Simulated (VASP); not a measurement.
Write the native input for VASP 6.6.1 that does the following.

```yaml
Task: single point
Functional: PBE-based screened hybrid with 10 % exact exchange
Potentials_or_basis: VASP PAW PBE potentials, release 64 (Mn_pv, O)
Cutoff: 520 eV
k_mesh: 4 × 4 × 6
Occupations: gaussian, width 0.05 eV
Spin: collinear spin, ferromagnetic start
Starting_moments: "[2.91, 2.91, 0.0, 0.0, 0.0, 0.0] μB"
Dipole_correction: no
Grid_for_exact_exchange_PRECFOCK: Normal
Share_of_exact_exchange: 0.1
Further_INCAR_settings: ALGO = Normal; EDIFF = 1e-06; NBANDS = 38
Screening_parameter: 0.20787 1/Å
```

Crystal: MnO2.

```
Mn O
1.0
     4.37429    0.00000    0.00000
     0.00000    4.37429    0.00000
     0.00000    0.00000    2.89957
Mn O
2 4
Direct
  0.00000 0.00000 0.00000
  0.50000 0.50000 0.50000
  0.30531 0.30531 0.00000
  0.19469 0.80531 0.50000
  0.69469 0.69469 0.00000
  0.80531 0.19469 0.50000
```

These files were run (other wordings do the same):

POSCAR

```
MnO2
1.0
    4.3742894772      0.0000000000      0.0000000000
    0.0000000000      4.3742894772      0.0000000000
    0.0000000000      0.0000000000      2.8995670392
Mn O
2 4
Direct
    0.0000000000      0.0000000000      0.0000000000
    0.5000000000      0.5000000000      0.5000000000
    0.3053076587      0.3053076587      0.0000000000
    0.1946923413      0.8053076587      0.5000000000
    0.6946923413      0.6946923413      0.0000000000
    0.8053076587      0.1946923413      0.5000000000
```

INCAR.step1

```
SYSTEM = MnO2
PREC = Accurate
ENCUT = 520
EDIFF = 1E-5
ISMEAR = 0
SIGMA = 0.05
LREAL = .FALSE.
LASPH = .TRUE.
NELM = 200
ALGO = Normal
ISIF = 2
LWAVE = .TRUE.
LCHARG = .FALSE.
ISPIN = 2
MAGMOM = 2.91 2.91 0 0 0 0
LORBIT = 11
LMAXMIX = 4
GGA = PE
NBANDS = 38
GGA_COMPAT = .FALSE.
LUSENCCL = .FALSE.
```

INCAR.step2

```
SYSTEM = MnO2
PREC = Accurate
ENCUT = 520
EDIFF = 1E-6
ISMEAR = 0
SIGMA = 0.05
LREAL = .FALSE.
LASPH = .TRUE.
NELM = 200
ALGO = Normal
ISIF = 2
LWAVE = .FALSE.
LCHARG = .FALSE.
ISPIN = 2
MAGMOM = 2.91 2.91 0 0 0 0
LORBIT = 11
LMAXMIX = 4
GGA = PE
LHFCALC = .TRUE.
AEXX = 0.1
HFSCREEN = 0.20787
PRECFOCK = Normal
ISTART = 1
NBANDS = 38
GGA_COMPAT = .FALSE.
LUSENCCL = .FALSE.
```

KPOINTS

```
regular mesh
0
G
  4 4 6
  0 0 0
```

Potentials or basis: VASP PAW PBE potentials, release 64 (Mn_pv, O).

Launch:

```console
$ cat potpaw_PBE.64/Mn_pv/POTCAR potpaw_PBE.64/O/POTCAR > POTCAR
$ cp INCAR.step1 INCAR
$ mpirun -np 1 vasp_std > vasp.out
$ cp INCAR.step2 INCAR
$ mpirun -np 1 vasp_std > vasp.out
```

Results of the run:

```
Pressure                                              : 2.8 GPa
Largest force                                         : 0.073 eV/Å
Band gap on the k mesh                                : 0.35 eV
Net moment                                            : 6.00 μB per cell
Site moments                                          : Mn +2.81; O +0.05 μB
Valence electrons inside the program's atomic spheres : Mn 11.68; O 5.05
```

Caveat: the PAW data sets were made with another functional, which shifts forces and pressure a little; only a ferromagnetic start was run, and an antiferromagnetic order may lie lower in energy.

Wall time 40 min on 1 × NVIDIA H100 80GB with 1 thread of AMD EPYC 7R13 Processor (Zen 3) (shared host), peak memory 1.2 GiB.
